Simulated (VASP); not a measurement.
# AlNi (Cmmm) in VASP: notebook, part 2 of 2

VASP 6.6.1. Earlier steps stand in the parts before.

**3. Single point, PBEsol, collinear spin, ferromagnetic start**

File INCAR:

```
ALGO = Normal ; EDIFF = 1E-7
ENCUT = 520 ; GGA = PS
ISIF = 2 ; ISMEAR = 1
ISPIN = 2 ; LASPH = True
LCHARG = False ; LMAXMIX = 4
LORBIT = 11 ; LREAL = False
LWAVE = False ; MAGMOM = 0.09 0.72
NBANDS = 18 ; NELM = 150
NUPDOWN = 0.9 ; PREC = Accurate
SIGMA = 0.05
```

File KPOINTS:

```
k-points
0
Gamma
  5 5 4
```

File POSCAR:

```
AlNi
1.0
    1.9386940000     -1.9531901500      0.0000000000
    1.9386940000      1.9531901500      0.0000000000
    0.0000000000      0.0000000000      3.0994300400
Al Ni
1 1
Direct
    0.0000000000      0.0000000000      0.0000000000
    0.5000000000      0.5000000000      0.5000000000
```

Potentials or basis: VASP PAW PBE potentials, release 64 (Al, Ni).

Run with:

```
cat potpaw_PBE.64/Al/POTCAR potpaw_PBE.64/Ni/POTCAR > POTCAR
mpirun -np 1 vasp_std > vasp.out
```

OUTCAR:

```text
EDIFF = 1E-7
   ENCUT = 520
   GGA = PS
   ISIF = 2
   ISMEAR = 1
   ISPIN = 2
   LASPH = True
   LORBIT = 11
   LREAL = False
   NELM = 150
   NUPDOWN = 0.9
   PREC = Accurate

 ion  position               nearest neighbor table
   1  0.000  0.000  0.000-   2 2.48   2 2.48   2 2.48   2 2.48   2 2.49   2 2.49   2 2.49   2 2.49

   2  0.500  0.500  0.500-   1 2.48   1 2.48   1 2.48   1 2.48   1 2.49   1 2.49   1 2.49   1 2.49

  LATTYP: Found a base centered orthorhombic cell.
 ALAT       =     3.8773880000
 B/A-ratio  =     1.0074772759
 C/A-ratio  =     0.7993603013

  Lattice vectors:

 A1 = (   1.9386940000,  -1.9531901500,   0.0000000000)
 A2 = (   1.9386940000,   1.9531901500,   0.0000000000)
 A3 = (   0.0000000000,   0.0000000000,   3.0994300400)

Analysis of symmetry for initial positions (statically):
=====================================================================
 Subroutine PRICEL returns:
 Original cell was already a primitive cell.

 Routine SETGRP: Setting up the symmetry group for a
 base centered orthorhombic supercell.

 Subroutine GETGRP returns: Found  8 space group operations
 (whereof  8 operations were pure point group operations)
 out of a pool of  8 trial point group operations.

The static configuration has the point symmetry D_2h.

Analysis of symmetry for dynamics (positions and initial velocities):
=====================================================================
 Subroutine PRICEL returns:
 Original cell was already a primitive cell.

 Routine SETGRP: Setting up the symmetry group for a
 base centered orthorhombic supercell.

 Subroutine GETGRP returns: Found  8 space group operations
 (whereof  8 operations were pure point group operations)
 out of a pool of  8 trial point group operations.

The dynamic configuration has the point symmetry D_2h.

Analysis of structural, dynamic, and magnetic symmetry:
[... 151 lines left out ...]
 Free energy of the ion-electron system (eV)
  ---------------------------------------------------
  ext. energy  EPLUGINS =         0.00000000
  ---------------------------------------------------
  free energy    TOTEN  =       -11.15278326 eV

  energy without entropy =      -11.15285191  energy(sigma->0) =      -11.15280614

 E-fermi :   9.1133     XC(G=0): -12.2651

 val. band max:       11.9477071970   @ k =   0.4000   0.0000   0.5000
 cond. band min:       9.1371688094   @ k =   0.2000   0.2000   0.5000
 fundamental gap:     -2.8105383876
 Fermi energy:        11.9898013079

 spin component 1

 k-point     1 :       0.0000    0.0000    0.0000
  band No.  band energies     occupation
      1      -1.2651      1.00000
      2       6.1425      1.00000
      3       6.2967      1.00000
      4       7.9933      1.00000
      5       8.0112      1.00000
      6       8.3197      1.00000
[... 493 lines left out ...]
     17      34.9629      0.00000
     18      36.8051      0.00000

 [... further k-points ...]

 spin component 2

 k-point     1 :       0.0000    0.0000    0.0000
  band No.  band energies     occupation
      1      -0.9877      1.00000
      2       6.8450      1.00000
      3       7.0281      1.00000
      4       8.4638      1.00000
      5       8.4825      1.00000
      6       8.7893      1.00000
[... 493 lines left out ...]
     17      35.2253      0.00000
     18      37.0776      0.00000

 [... further k-points ...]

------------------------ aborting loop because EDIFF is reached ----------------------------------------

  FORCE on cell =-STRESS in cart. coord.  units (eV):
  Direction    XX          YY          ZZ          XY          YZ          ZX
  --------------------------------------------------------------------------------------
  -------------------------------------------------------------------------------------
  Total        0.8969262      0.6105522      0.0393241      0.0000000      0.0000000      0.0000000
  in kB       61.2211735     41.6742465      2.6841287      0.0000000      0.0000000      0.0000000
  external PRESSURE =      35.1931829 kB  Pullay stress =       0.0000000 kB

 VOLUME and BASIS-vectors are now :
 -----------------------------------------------------------------------------
  energy-cutoff  :      520.00
  volume of cell :       23.47
      direct lattice vectors                 reciprocal lattice vectors
     1.938694000 -1.953190150  0.000000000     0.257905580 -0.255991461  0.000000000
     1.938694000  1.953190150  0.000000000     0.257905580  0.255991461  0.000000000
     0.000000000  0.000000000  3.099430040     0.000000000  0.000000000  0.322639965

 POSITION                                       TOTAL-FORCE (eV/Angst)
 -----------------------------------------------------------------------------------
      0.00000      0.00000      0.00000        -0.000000     -0.000000      0.000000
      1.93869      0.00000      1.54972         0.000000      0.000000      0.000000
 -----------------------------------------------------------------------------------
    total drift:                                0.000000      0.000000      0.000000

  FREE ENERGIE OF THE ION-ELECTRON SYSTEM (eV)
  ---------------------------------------------------
  free  energy   TOTEN  =       -11.1527832577 eV

  energy  without entropy=      -11.1528519056  energy(sigma->0) =      -11.15280614

 total charge

# of ion       s       p       d       tot
------------------------------------------
    1        0.386   0.427   0.000   0.813
    2        0.499   0.566   8.412   9.477
--------------------------------------------------
tot          0.885   0.993   8.412  10.290

 magnetization (x)

# of ion       s       p       d       tot
------------------------------------------
    1        0.009   0.046   0.000   0.055
    2        0.045   0.077   0.556   0.677
--------------------------------------------------
tot          0.054   0.122   0.556   0.732
```

stdout:

```text
POSCAR found type information on POSCAR AlNi
 POSCAR found :  2 types and       2 ions
 scaLAPACK will be used
 -----------------------------------------------------------------------------
|                                                                             |
|                                                                             |
|     You enforced a specific xc type in the INCAR file but a different       |
|     I HOPE YOU KNOW WHAT YOU ARE DOING!                                     |
|                                                                             |
 -----------------------------------------------------------------------------

 LDA part: xc-table for (Slater+PW92), standard interpolation
 POSCAR, INCAR and KPOINTS ok, starting setup
 FFT: planning ... GRIDC
 FFT: planning ... GRID_SOFT
 FFT: planning ... GRID
 WAVECAR not read
 entering main loop
```

Run time: 37 s. Hardware: 1 thread of Intel Xeon 8259CL, shared host; peak memory 0.14 GiB.

Results:

| Quantity | Value |
| --- | --- |
| Free energy | -11.1528 eV |
| Pressure | 3.5 GPa |
| Net moment | 0.90 μB per cell |
| Site moments | Al +0.06; Ni +0.68 μB |
| Valence electrons inside the program's atomic spheres | Al 0.81; Ni 9.48 |

Stress tensor (GPa, compression positive):
```
6.12 0.00 0.00
0.00 4.17 0.00
0.00 0.00 0.27
```

Caveat: the k points lie up to 0.51 Å⁻¹ apart; the PAW data sets were made with another functional, which shifts forces and pressure a little; the total moment is fixed, so each spin has its own Fermi level.

**4. Single point, PBEsol, collinear spin, ferromagnetic start**

File INCAR:

```
  PREC = Accurate
  ENCUT = 520
  EDIFF = 1E-7
  ISMEAR = 1
  SIGMA = 0.05
  LREAL = F
  LASPH = T
  NELM = 150
  ALGO = Normal
  ISIF = 2
  LWAVE = F
  LCHARG = F
  ISPIN = 2
  MAGMOM = 0.23 1.31
  LORBIT = 11
  NUPDOWN = 1.8
  LMAXMIX = 4
  GGA = PS
  NBANDS = 18
```

File KPOINTS:

```
regular mesh
0
Gamma
  5 5 4
```

POSCAR is that of step 3.

Run with:

```
cat potpaw_PBE.64/Al/POTCAR potpaw_PBE.64/Ni/POTCAR > POTCAR
mpirun -np 1 vasp_std > vasp.out
```

Run time: 42 s. Hardware: 1 thread of Intel Xeon 8259CL, shared host; peak memory 0.14 GiB.

The run converged. Its results:

- Free energy: -9.6047 eV
- Pressure: 17.0 GPa
- Net moment: 1.80 μB per cell
- Site moments: Al +0.13; Ni +1.26 μB
- Valence electrons inside the program's atomic spheres: Al 0.83; Ni 9.42

Stress tensor (GPa, compression positive):
```
20.90  0.00  0.00
 0.00 19.47  0.00
 0.00  0.00 10.78
```

Caveat: the k points lie up to 0.51 Å⁻¹ apart; the PAW data sets were made with another functional, which shifts forces and pressure a little; the total moment is fixed, so each spin has its own Fermi level.

**5. Summary**

| fixed moment (μB) | pressure (GPa) | moment (μB) |
| --- | --- | --- |
| 0.4 | 1.6 | 0.40 |
| 0.9 | 3.5 | 0.90 |
| 1.8 | 17.0 | 1.80 |

Alike in all rows: task single point; level PBEsol; potentials or basis VASP PAW PBE potentials, release 64 (Al, Ni); spin collinear, ferromagnetic start; cell as given; k mesh 5 × 5 × 4; cutoff (eV) 520; smearing methfessel-paxton 0.05 eV.

Caveats: all runs use coarse meshes; the PAW data sets were made with another functional, which shifts forces and pressure a little; the total moment is fixed, so each spin has its own Fermi level.

Absolute energies hang on the potentials; compare differences alone.
